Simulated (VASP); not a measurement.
# CsPbCl3 (P4/mmm) in VASP: notebook, part 2 of 2

VASP 6.6.1. The steps go on from the part before.

**4. Single point, PBEsol (strain +0.000 along x and y, -0.025 along z)**

Input file INCAR:

```
SYSTEM = CsPbCl3
ALGO     = Normal         ! electronic algorithm
EDIFF    = 1E-6           ! SCF threshold, eV
ENCUT    = 520            ! plane-wave cutoff, eV
GGA      = PS             ! functional
ISIF     = 2              ! what is computed and relaxed
ISMEAR   = 0              ! smearing method
LASPH    = .TRUE.         ! aspherical terms in the spheres
LCHARG   = .FALSE.        ! write CHGCAR
LREAL    = .FALSE.        ! projectors in reciprocal space
LWAVE    = .FALSE.        ! write WAVECAR
NBANDS   = 30             ! bands
NELM     = 100            ! most SCF steps
PREC     = Accurate       ! precision mode
SIGMA    = 0.05           ! smearing width, eV
```

Input file KPOINTS:

```
k-points
0
G
  6 6 6
  0 0 0
```

Input file POSCAR:

```
CsPbCl3
1.0
    5.6050000000      0.0000000000      0.0000000000
    0.0000000000      5.6050000000      0.0000000000
    0.0000000000      0.0000000000      5.4648750000
Cs Pb Cl
1 1 3
Direct
    0.0000000000      0.0000000000      0.0000000000
    0.5000000000      0.5000000000      0.5000000000
    0.0000000000      0.5000000000      0.5000000000
    0.5000000000      0.0000000000      0.5000000000
    0.5000000000      0.5000000000      0.0000000000
```

Potentials or basis: VASP PAW PBE potentials, release 64 (Cs_sv, Pb_d, Cl).

Command:

```
$ cat potpaw_PBE.64/Cs_sv/POTCAR potpaw_PBE.64/Pb_d/POTCAR potpaw_PBE.64/Cl/POTCAR > POTCAR
$ mpirun -np 1 vasp_std > vasp.out
```

OUTCAR:

```text
SYSTEM = CsPbCl3
   EDIFF = 1E-6
   ENCUT = 520
   GGA = PS
   ISIF = 2
   ISMEAR = 0
   LASPH = .TRUE.
   LREAL = .FALSE.
   NELM = 100
   PREC = Accurate

 ion  position               nearest neighbor table
   1  0.000  0.000  0.000-
   2  0.500  0.500  0.500-   5 2.73   5 2.73   3 2.80   4 2.80   4 2.80   3 2.80
   3  0.000  0.500  0.500-   2 2.80   2 2.80
   4  0.500  0.000  0.500-   2 2.80   2 2.80
   5  0.500  0.500  0.000-   2 2.73   2 2.73

  LATTYP: Found a simple tetragonal cell.
 ALAT       =     5.6050000000
 C/A-ratio  =     0.9750000000

  Lattice vectors:

 A1 = (   5.6050000000,   0.0000000000,   0.0000000000)
 A2 = (   0.0000000000,   5.6050000000,   0.0000000000)
 A3 = (   0.0000000000,   0.0000000000,   5.4648750000)

Analysis of symmetry for initial positions (statically):
=====================================================================
 Subroutine PRICEL returns:
 Original cell was already a primitive cell.

 Routine SETGRP: Setting up the symmetry group for a
 simple tetragonal supercell.

 Subroutine GETGRP returns: Found 16 space group operations
 (whereof 16 operations were pure point group operations)
 out of a pool of 16 trial point group operations.

The static configuration has the point symmetry D_4h.

Analysis of symmetry for dynamics (positions and initial velocities):
=====================================================================
 Subroutine PRICEL returns:
 Original cell was already a primitive cell.

 Routine SETGRP: Setting up the symmetry group for a
 simple tetragonal supercell.

 Subroutine GETGRP returns: Found 16 space group operations
 (whereof 16 operations were pure point group operations)
 out of a pool of 16 trial point group operations.

[... 122 lines left out ...]
   EFERMI_NEDOS =   21; number of points for ismear=-14 and -15
   IALGO  =     38    algorithm
   IMIX   =      4    mixing-type and parameters
     AMIX     =   0.40;   BMIX     =  1.00
     AMIX_MAG =   1.60;   BMIX_MAG =  1.00
  volume/ion in A,a.u.               =      34.34       231.72
  Fermi-wavevector in a.u.,A,eV,Ry     =   1.039877  1.965082 14.712576  1.081344
  Thomas-Fermi vector in A             =   2.174427
   LORBIT       =      0    0 simple, 1 ext, 2 COOP (PROOUT), +10 PAW based schemes
   GGA     = PS    functional components
   LHFCALC =     F    Hartree Fock is set to
   AEXX    =    0.0000 exact exchange contribution
   IVDW    =     0    specifies the selected vdW correction
   LEPSILON=     F    determine dielectric tensor
   LRPA    =     F    only Hartree local field effects (RPA)
 non-spin polarized calculation
 Gauss-broadening in eV      SIGMA  =   0.05
  energy-cutoff  :      520.00
  volume of cell :      171.68
 maximum number of plane-waves:      4648
 NGX is ok and might be reduce to    42
   NGX = 21   NGY = 21   NGZ = 21

 number of electron      43.9999995 magnetization

 Free energy of the ion-electron system (eV)
  ---------------------------------------------------
  ext. energy  EPLUGINS =         0.00000000
  ---------------------------------------------------
  free energy    TOTEN  =       -18.35230005 eV

  energy without entropy =      -18.35230005  energy(sigma->0) =      -18.35230005

 E-fermi :   2.3545     XC(G=0):  -8.1237

 val. band max:        2.0566869436   @ k =   0.5000   0.5000   0.5000
 cond. band min:       3.6688291194   @ k =   0.5000   0.5000   0.5000
 fundamental gap:      1.6121421759
 Fermi energy:         2.3545315537

 k-point     1 :       0.0000    0.0000    0.0000
  band No.  band energies     occupation
      1     -19.4416      2.00000
      2     -14.9086      2.00000
      3     -14.8414      2.00000
      4     -14.5771      2.00000
      5     -14.5711      2.00000
      6     -14.5711      2.00000
[... 781 lines left out ...]
     29       7.9596      0.00000
     30       8.0943      0.00000

 [... further k-points ...]

------------------------ aborting loop because EDIFF is reached ----------------------------------------

  FORCE on cell =-STRESS in cart. coord.  units (eV):
  Direction    XX          YY          ZZ          XY          YZ          ZX
  --------------------------------------------------------------------------------------
  -------------------------------------------------------------------------------------
  Total        0.4025559      0.4025559      2.0644532      0.0000000     -0.0000000      0.0000000
  in kB        3.7566896      3.7566896     19.2656716      0.0000000     -0.0000000      0.0000000
  external PRESSURE =       8.9263503 kB  Pullay stress =       0.0000000 kB

 VOLUME and BASIS-vectors are now :
 -----------------------------------------------------------------------------
  energy-cutoff  :      520.00
  volume of cell :      171.68
      direct lattice vectors                 reciprocal lattice vectors
     5.605000000  0.000000000  0.000000000     0.178412132  0.000000000  0.000000000
     0.000000000  5.605000000  0.000000000     0.000000000  0.178412132  0.000000000
     0.000000000  0.000000000  5.464875000     0.000000000  0.000000000  0.182986802

 POSITION                                       TOTAL-FORCE (eV/Angst)
 -----------------------------------------------------------------------------------
      0.00000      0.00000      0.00000         0.000000      0.000000      0.000000
      2.80250      2.80250      2.73244         0.000000      0.000000      0.000000
      0.00000      2.80250      2.73244         0.000000      0.000000      0.000000
      2.80250      0.00000      2.73244         0.000000      0.000000      0.000000
      2.80250      2.80250      0.00000         0.000000      0.000000      0.000000
 -----------------------------------------------------------------------------------
    total drift:                                0.000000     -0.000000     -0.000000

  FREE ENERGIE OF THE ION-ELECTRON SYSTEM (eV)
  ---------------------------------------------------
  free  energy   TOTEN  =       -18.3523000520 eV

  energy  without entropy=      -18.3523000520  energy(sigma->0) =      -18.35230005
```

OSZICAR:

```text
N       E                     dE             d eps       ncg     rms          rms(c)
DAV:   1     0.411589872705E+03    0.41159E+03   -0.19373E+04  2400   0.135E+03
DAV:   2     0.362363241012E+02   -0.37535E+03   -0.35607E+03  2676   0.316E+02
DAV:   3    -0.169657462623E+02   -0.53202E+02   -0.52562E+02  3144   0.126E+02
DAV:   4    -0.189392143414E+02   -0.19735E+01   -0.19666E+01  3028   0.288E+01
DAV:   5    -0.190095774896E+02   -0.70363E-01   -0.70335E-01  3184   0.523E+00    0.569E+00
DAV:   6    -0.183743457271E+02    0.63523E+00   -0.11468E+00  3390   0.117E+01    0.355E+00
DAV:   7    -0.183444580982E+02    0.29888E-01   -0.47752E-01  3644   0.425E+00    0.162E+00
DAV:   8    -0.183527035863E+02   -0.82455E-02   -0.66021E-02  3576   0.209E+00    0.249E-01
DAV:   9    -0.183518641687E+02    0.83942E-03   -0.12427E-02  3674   0.945E-01    0.122E-01
DAV:  10    -0.183522339316E+02   -0.36976E-03   -0.13608E-03  3116   0.243E-01    0.418E-02
DAV:  11    -0.183522963753E+02   -0.62444E-04   -0.14535E-04  3404   0.844E-02    0.105E-02
DAV:  12    -0.183523001575E+02   -0.37822E-05   -0.23022E-05  3210   0.572E-02    0.431E-03
DAV:  13    -0.183523000520E+02    0.10551E-06   -0.20032E-06  2732   0.151E-02
   1 F= -.18352300E+02 E0= -.18352300E+02  d E =-.507213E-19
```

stdout:

```text
POSCAR found type information on POSCAR CsPbCl
 POSCAR found :  3 types and       5 ions
 scaLAPACK will be used
 -----------------------------------------------------------------------------
|                                                                             |
|                                                                             |
|     You enforced a specific xc type in the INCAR file but a different       |
|     I HOPE YOU KNOW WHAT YOU ARE DOING!                                     |
|                                                                             |
 -----------------------------------------------------------------------------

 LDA part: xc-table for (Slater+PW92), standard interpolation
 POSCAR, INCAR and KPOINTS ok, starting setup
 FFT: planning ... GRIDC
 FFT: planning ... GRID_SOFT
 FFT: planning ... GRID
 WAVECAR not read
 entering main loop
```

Wall time 2.3 min (1 thread of Intel Xeon 6975P-C (Granite Rapids), shared host); peak memory 0.36 GiB.

What came out:

- Free energy: -18.3523 eV
- Pressure: 0.9 GPa
- Band gap on the k mesh: 1.61 eV

Stress tensor (GPa, compression positive):
```
0.38 0.00 0.00
0.00 0.38 0.00
0.00 0.00 1.93
```

Levels at points of the mesh, in eV from the valence-band top:
| k point | band 20 | band 21 | band 22 | band 23 | band 24 | band 25 |
| --- | --- | --- | --- | --- | --- | --- |
| (0.00, 0.00, 0.00) | -2.74 | -2.74 | -2.73 | 3.05 | 3.96 | 4.03 |
| (0.50, 0.00, 0.00) | -2.88 | -2.86 | -1.87 | 2.82 | 4.42 | 4.91 |
| (0.50, 0.50, 0.00) | -2.95 | -2.43 | -0.99 | 2.31 | 2.31 | 5.04 |
| (0.00, 0.00, 0.50) | -2.86 | -2.86 | -1.67 | 2.95 | 4.49 | 5.06 |
| (0.50, 0.00, 0.50) | -2.95 | -2.41 | -0.81 | 2.22 | 2.43 | 4.64 |
| (0.50, 0.50, 0.50) | -2.40 | -2.40 | 0.00 | 1.61 | 1.61 | 1.82 |

Caveat: the cell differs from its parent crystal (strain +0.000 along x and y, -0.025 along z); the PAW data sets were made with another functional, which shifts forces and pressure a little; spin-orbit coupling is left out, which moves the levels of the heavy elements. A k mesh can miss the band edges.

**5. Summary**

| cell | gap on the mesh (eV) | pressure (GPa) |
| --- | --- | --- |
| a = 5.605, b = 5.605, c = 5.745 Å, 5 atoms | 1.79 | -0.4 |
| a = 5.745, b = 5.745, c = 5.605 Å, 5 atoms | 1.95 | -1.0 |
| a = 5.605, b = 5.605, c = 5.465 Å, 5 atoms | 1.61 | 0.9 |

Alike in all rows: task single point; level PBEsol; potentials or basis VASP PAW PBE potentials, release 64 (Cs_sv, Pb_d, Cl); no spin polarisation; k mesh 6 × 6 × 6; cutoff (eV) 520; smearing gaussian 0.05 eV.

Caveats: the PAW data sets were made with another functional, which shifts forces and pressure a little; spin-orbit coupling is left out, which moves the levels of the heavy elements.

Absolute energies hang on the potentials; compare differences alone.
